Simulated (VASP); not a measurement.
Set up this calculation in VASP 6.6.1, as the native input.

```
Task                   : single point
Functional             : LDA
Potentials or basis    : VASP PAW LDA potentials, release 64 (Li_sv, H)
Cutoff                 : 520 eV
k mesh                 : 10 × 10 × 10
Occupations            : gaussian, width 0.01 eV
Spin                   : no spin polarisation
Dipole correction      : no
Further INCAR settings : ALGO = Normal; EDIFF = 1e-06; NBANDS = 9
```

The structure of LiH lies in POSCAR:

```
LiH
1.0
    0.0000000000      1.9446823612      1.9446823612
    1.9446823612      0.0000000000      1.9446823612
    1.9446823612      1.9446823612      0.0000000000
Li H
1 1
Direct
    0.0000000000      0.0000000000      0.0000000000
    0.5000000000      0.5000000000      0.5000000000
```

The input as run:

INCAR

```
SYSTEM = LiH
  ALGO = Normal
  EDIFF = 1E-6
  ENCUT = 520
  ISIF = 2
  ISMEAR = 0
  LASPH = .True.
  LCHARG = .True.
  LELF = .True.
  LREAL = .False.
  LVHAR = .True.
  LWAVE = .False.
  NBANDS = 9
  NELM = 80
  PREC = Accurate
  SIGMA = 0.01
```

KPOINTS

```
k-points
0
Gamma
  10 10 10
  0 0 0
```

Potentials or basis: VASP PAW LDA potentials, release 64 (Li_sv, H).

The run is started by

```sh
$ cat potpaw_LDA.64/Li_sv/POTCAR potpaw_LDA.64/H/POTCAR > POTCAR
$ mpirun -np 1 vasp_std > vasp.out
```

Results of the run:

```yaml
Band_gap_on_the_k_mesh: 2.51 eV, direct
```

Run time: 3.7 s on 1 thread of AMD EPYC 7R13 Processor (Zen 3), on a shared host, peak memory 0.08 GiB.
